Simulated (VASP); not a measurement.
MoSe2: relaxation of the atoms with PBE

The system is MoSe2.

```
Mo Se
1.0
     3.27110    0.00000    0.00000
    -1.63555    2.83286    0.00000
     0.00000    0.00000   14.60695
Mo Se
2 4
Direct
  0.66667 0.33333 0.75000
  0.33333 0.66667 0.25000
  0.33333 0.66667 0.86253
  0.66667 0.33333 0.36253
  0.33333 0.66667 0.63747
  0.66667 0.33333 0.13747
```

This cell differs from its parent crystal: equal strain along all axes, cell held: -1.5 %.

```yaml
Program: VASP 6.6.1
Task: relaxation of the atoms
Functional: PBE
Potentials_or_basis: VASP PAW PBE potentials, release 64 (Mo_sv, Se)
Cutoff: 450 eV
k_mesh: 9 × 9 × 2
Occupations: gaussian, width 0.02 eV
Spin: no spin polarisation
Dipole_correction: no
Further_INCAR_settings: ALGO = Normal; EDIFF = 1e-07; IBRION = 2; EDIFFG = -0.008; NSW = 60
```

- Energy gained by relaxing: 11.2 meV/atom
- Ionic steps: 3
- Pressure after relaxing: 2.0 GPa
- Band gap on the k mesh: 1.34 eV (least direct gap 1.57 eV)

Stress tensor (GPa, compression positive):
```
2.99 0.00 0.00
0.00 2.99 0.00
0.00 0.00 0.07
```

Step by step:
```
step  energy change (eV)  largest force (eV/Å)  pressure (GPa)
   1              0.0000                0.7677            5.45
   2             -0.0652                0.1246            2.59
   3             -0.0670                0.0017            2.02
```

Final structure:
```
Mo Se
1.0
     3.27110    0.00000    0.00000
    -1.63555    2.83286    0.00000
     0.00000    0.00000   14.60695
Mo Se
2 4
Cartesian
  1.6355 0.9443 10.9552
  0.0000 1.8886 3.6517
  0.0000 1.8886 12.6437
  1.6355 0.9443 5.3402
  0.0000 1.8886 9.2668
  1.6355 0.9443 1.9633
```

Levels at points of the mesh, in eV from the valence-band top:
| k point | band 24 | band 25 | band 26 | band 27 | band 28 | band 29 |
| --- | --- | --- | --- | --- | --- | --- |
| (0.00, 0.00, 0.00) | -1.08 | -0.74 | -0.13 | 2.90 | 2.90 | 2.91 |
| (0.00, 0.00, 0.50) | -1.08 | -0.33 | -0.33 | 2.91 | 2.91 | 2.91 |

Wall time 3.4 min on 1 thread of Intel Xeon 8259CL (shared host), peak memory 0.28 GiB.

Caveat: the cell differs from its parent crystal (equal strain along all axes, cell held: -1.5 %); an odd mesh through Γ misses points on the zone boundary, where band edges can lie; this functional lacks dispersion, which binds the layers, so the pressure and a relaxed spacing across them are unreliable.
